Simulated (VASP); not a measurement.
A run of VASP 6.6.1:

INCAR

```
SYSTEM = Hf
  PREC = Accurate
  ENCUT = 520
  EDIFF = 1E-7
  ISMEAR = 0
  SIGMA = 0.15
  LREAL = .False.
  LASPH = .True.
  NELM = 60
  ALGO = Fast
  ISIF = 2
  LWAVE = .False.
  LCHARG = .False.
  GGA = PS
  NBANDS = 11
```

The input KPOINTS:

```
Automatic mesh
0
Gamma
  18 18 18
  0 0 0
```

POSCAR

```
Hf
1.0
   -1.8320750000      1.8320750000      1.8591500000
    1.8320750000     -1.8320750000      1.8591500000
    1.8320750000      1.8320750000     -1.8591500000
Hf
1
Direct
    0.0000000000      0.0000000000      0.0000000000
```

Potentials or basis: VASP PAW PBE potentials, release 64 (Hf_pv).

Launch:

```bash
$ cat potpaw_PBE.64/Hf_pv/POTCAR > POTCAR
$ mpirun -np 1 vasp_std > vasp.out
```

Hardware: 1 thread of Intel(R) Xeon(R) Platinum 8488C (Sapphire Rapids), on a shared host.

**Question.** Estimate the wall time of this run.

**Answer.** It took 84 s on 1 thread of Intel(R) Xeon(R) Platinum 8488C (Sapphire Rapids), on a shared host, peak memory 0.24 GiB. Counts: scf iterations 19, k points 480.
